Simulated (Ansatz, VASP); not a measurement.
One calculation of CuGe, two programs

The input INCAR:

```
SYSTEM = CuGe
ALGO = Normal ; EDIFF = 1E-6
ENCUT = 520 ; GGA = PE
ISIF = 2 ; ISMEAR = 0
LASPH = .TRUE. ; LCHARG = .FALSE.
LREAL = .FALSE. ; LWAVE = .FALSE.
NBANDS = 20 ; NELM = 60
PREC = Accurate ; SIGMA = 0.1
```

KPOINTS

```
k-points
0
G
  6 6 6
  0 0 0
```

POSCAR

```
CuGe
1.0
    3.1513714600      0.0000000000      0.0000000000
    0.0000000000      3.1513714600      0.0000000000
    0.0000000000      0.0000000000      3.1513714600
Cu Ge
1 1
Direct
    0.5000000000      0.5000000000      0.5000000000
    0.0000000000      0.0000000000      0.0000000000
```

Input for Ansatz:

```yaml
crystal:
  lattice:
    - [3.15137146, 0.0, 0.0]
    - [0.0, 3.15137146, 0.0]
    - [0.0, 0.0, 3.15137146]
  atoms:
    - { symbol: Cu, position: [0.5, 0.5, 0.5] }
    - { symbol: Ge, position: [0.0, 0.0, 0.0] }
basis:
  ecutwfc: 420
kpoints:
  mp_grid: { grid: [6, 6, 6] }
hamiltonian:
  xc: pbe
scf:
  occupations: { method: gaussian, width: 0.1 }
  lower_state_search: "off"
output:
  forces: true
  stress: true
  eigenvalues: true
```

Alike in both runs: task single point; functional PBE; k mesh 6 × 6 × 6; occupations gaussian, width 0.1 eV; no spin polarisation.

|  | VASP | Ansatz |
| --- | --- | --- |
| version | VASP 6.6.1 | Ansatz 0.2.0 |
| potentials or method | VASP PAW PBE potentials, release 64 (Cu, Ge_d), cutoff 520 eV | scalar-relativistic, plane waves, PAW |
| valence electrons in the cell | 25 | 33 |

VASP gave:

| Item | Value |
| --- | --- |
| gap on the k mesh at the Fermi level (eV) | none |
| pressure (GPa) | -0.6 |

Q: Estimate Ansatz's values.

A: gap on the k mesh at the Fermi level (eV): none; pressure (GPa): -0.8.

A gap of «none» marks a metal or a gap that the smearing closes. With one functional, cell and mesh, what is left measures potentials, basis and numerics. VASP's potentials hold 25 valence electrons a cell and Ansatz's 33, so a difference there can come from the potentials and not from the codes.
